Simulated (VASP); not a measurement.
# GeF5 (P6/mmm) in VASP: notebook, part 2 of 2

VASP 6.6.1. The steps go on from the part before.

### Step 5. Relaxation of cell and atoms, PBE

The input, INCAR:

```
SYSTEM = GeF5
PREC = Accurate
ENCUT = 600
EDIFF = 1E-6
ISMEAR = 0
SIGMA = 0.1
LREAL = .FALSE.
LASPH = .TRUE.
NELM = 60
ALGO = Normal
ISIF = 3
LWAVE = .FALSE.
LCHARG = .FALSE.
GGA = PE
IBRION = 2
NSW = 90
EDIFFG = -0.04
```

The input, KPOINTS:

```
regular mesh
0
G
  3 3 6
  0 0 0
```

The input, POSCAR:

```
GeF5
1.0
    6.3626551468      0.0000000000      0.0000000000
   -3.1813275734      5.5102209926      0.0000000000
    0.0000000000      0.0000000000      2.7724460802
Ge F
1 5
Direct
    0.0000000000      0.0000000000      0.5000000000
    0.5000000000      0.0000000000      0.0000000000
    0.0000000000      0.5000000000      0.0000000000
    0.5000000000      0.5000000000      0.0000000000
    0.3333333333      0.6666666667      0.0000000000
    0.6666666667      0.3333333333      0.0000000000
```

Potentials or basis: VASP PAW PBE potentials, release 64 (Ge_d, F).

Run with:

```sh
$ cat potpaw_PBE.64/Ge_d/POTCAR potpaw_PBE.64/F/POTCAR > POTCAR
$ mpirun -np 1 vasp_std > vasp.out
```

OUTCAR:

```text
SYSTEM = GeF5
   PREC = Accurate
   ENCUT = 600
   EDIFF = 1E-6
   ISMEAR = 0
   LREAL = .FALSE.
   LASPH = .TRUE.
   NELM = 60
   ISIF = 3
   GGA = PE
   IBRION = 2
   NSW = 90
   EDIFFG = -0.04

 ion  position               nearest neighbor table
   1  0.000  0.000  0.500-
   2  0.500  0.000  0.000-   5 1.84   6 1.84
   3  0.000  0.500  0.000-   5 1.84   6 1.84
   4  0.500  0.500  0.000-   5 1.84   6 1.84
   5  0.333  0.667  0.000-   2 1.84   3 1.84   4 1.84
   6  0.667  0.333  0.000-   2 1.84   3 1.84   4 1.84

  LATTYP: Found a hexagonal cell.
 ALAT       =     6.3626551468
 C/A-ratio  =     0.4357372852

  Lattice vectors:

[... 179 lines left out ...]
  FORCE on cell =-STRESS in cart. coord.  units (eV):
  Direction    XX          YY          ZZ          XY          YZ          ZX
  --------------------------------------------------------------------------------------
  -------------------------------------------------------------------------------------
  Total       -0.2074547     -0.2074547      3.0901845      0.0000000      0.0000000      0.0000000
  in kB       -3.4195058     -3.4195058     50.9359584      0.0000000      0.0000000      0.0000000
  external PRESSURE =      14.6989823 kB  Pullay stress =       0.0000000 kB
[... 187 lines left out ...]
--------------------------------------- Ionic step        6  -------------------------------------------

 number of electron      49.0000028 magnetization

 Free energy of the ion-electron system (eV)
  ---------------------------------------------------
  ext. energy  EPLUGINS =         0.00000000
  ---------------------------------------------------
  free energy    TOTEN  =       -12.65075911 eV

  energy without entropy =      -12.62062212  energy(sigma->0) =      -12.63569061

 E-fermi :  -1.5203     XC(G=0):  -8.0047

 val. band max:       -1.5554301805   @ k =   0.3333   0.3333   0.1667
 cond. band min:      -1.5107648182   @ k =   0.3333   0.3333   0.3333
 fundamental gap:      0.0446653623
 Fermi energy:        -1.5203304084

 k-point     1 :       0.0000    0.0000    0.0000
  band No.  band energies     occupation
      1     -27.6065      2.00000
      2     -27.6065      2.00000
      3     -27.3401      2.00000
      4     -27.3401      2.00000
      5     -27.2983      2.00000
      6     -25.0785      2.00000
[... 406 lines left out ...]
  FREE ENERGIE OF THE ION-ELECTRON SYSTEM (eV)
  ---------------------------------------------------
  free  energy   TOTEN  =       -12.6507591066 eV

  energy  without entropy=      -12.6206221159  energy(sigma->0) =      -12.63569061

 reached required accuracy - stopping structural energy minimisation
```

OSZICAR:

```text
N       E                     dE             d eps       ncg     rms          rms(c)
DAV:   1     0.603167002518E+03    0.60317E+03   -0.27670E+04   898   0.320E+03
DAV:   2     0.725238727332E+02   -0.53064E+03   -0.50888E+03   897   0.948E+02
DAV:   3    -0.115272300684E+02   -0.84051E+02   -0.80451E+02   751   0.210E+02
[... 84 lines left out ...]
DAV:   4    -0.126515639798E+02    0.73201E-02   -0.11172E-02   754   0.883E-01    0.224E-01
DAV:   5    -0.126509278380E+02    0.63614E-03   -0.89286E-04   728   0.291E-01    0.781E-02
DAV:   6    -0.126507726644E+02    0.15517E-03   -0.21723E-04   696   0.121E-01    0.425E-02
DAV:   7    -0.126507585550E+02    0.14109E-04   -0.40733E-05   745   0.460E-02    0.133E-02
DAV:   8    -0.126507591066E+02   -0.55162E-06   -0.22319E-06   531   0.141E-02
   6 F= -.12650759E+02 E0= -.12635691E+02  d E =-.919419E-02
```

It took 6.2 min on 1 thread of Intel Xeon 8259CL, shared host; peak memory 0.27 GiB.

Results:

```yaml
Free_energy: -12.6508 eV
Relaxed_volume: 17.86 Å³/atom
Relaxed_cell: a = 6.380 Å, b = 6.380 Å, c = 3.040 Å, α = 90.00°, β = 90.00°, γ = 120.00°
Space_group_after_relaxing_to_0.1_Å: P6/mmm (No. 191)
Energy_gained_by_relaxing: 27.0 meV/atom
Ionic_steps: 6
Pressure_after_relaxing: -0.1 GPa
Band_gap_on_the_k_mesh: zero (an odd number of electrons rules out a gap without spin polarisation)
```

The path:
| step | energy change (eV) | largest force (eV/Å) | pressure (GPa) | volume (Å³) |
| --- | --- | --- | --- | --- |
| 1 | 0.0000 | 0.0000 | 1.47 | 97.20 |
| 2 | -0.0708 | 0.0000 | 1.55 | 99.28 |
| 3 | -0.1505 | 0.0000 | 1.03 | 105.44 |
| 4 | -0.1527 | 0.0000 | 1.11 | 104.55 |
| 5 | -0.1607 | 0.0000 | -0.38 | 108.08 |
| 6 | -0.1619 | 0.0000 | -0.05 | 107.13 |

Final structure:
```
Ge F
1.0
     6.37952    0.00000    0.00000
    -3.18976    5.52483    0.00000
     0.00000    0.00000    3.03956
Ge F
1 5
Cartesian
  0.0000 0.0000 1.5198
  3.1898 0.0000 0.0000
  -1.5949 2.7624 0.0000
  1.5949 2.7624 0.0000
  0.0000 3.6832 0.0000
  3.1898 1.8416 0.0000
```

Levels at points of the mesh, in eV from the Fermi level:
| k point | band 21 | band 22 | band 23 | band 24 | band 25 | band 26 | band 27 | band 28 |
| --- | --- | --- | --- | --- | --- | --- | --- | --- |
| (0.00, 0.00, 0.00) | -2.25 | -1.87 | -1.87 | -0.85 | 0.78 | 0.78 | 1.09 | 1.09 |
| (0.00, 0.00, 0.50) | -2.67 | -2.30 | -2.15 | -1.91 | -1.28 | 1.08 | 1.08 | 2.10 |

Caveat: the k points lie up to 0.38 Å⁻¹ apart in the final cell, too coarse for converged energies and pressures of a metal; an odd number of electrons without spin polarisation forces a metal; a magnetic or distorted state may lie lower.

### Step 6. Summary

```csv
task,cell,k mesh,cutoff (eV),gap on the mesh (eV),pressure (GPa)
single point,"a = 6.363, b = 6.363, c = 2.772 Å, angles 90.0, 90.0, 120.0°, 6 atoms",6 × 6 × 4,520,none,-0.3
single point,"a = 6.382, b = 6.382, c = 2.991 Å, angles 90.0, 90.0, 120.0°, 6 atoms",6 × 6 × 12,520,none,-0.3
relaxation of cell and atoms,"relaxed from a = 6.363, b = 6.363, c = 2.772 Å, angles 90.0, 90.0, 120.0°, 6 atoms",3 × 3 × 6,600,none,-0.1
```

Alike in all rows: level PBE; potentials or basis VASP PAW PBE potentials, release 64 (Ge_d, F); no spin polarisation; smearing gaussian 0.1 eV.

Caveats: some runs use coarse meshes; an odd number of electrons without spin polarisation forces a metal; a magnetic or distorted state may lie lower.

Total energies depend on the potentials used, so only differences within one code and one set of settings carry meaning.
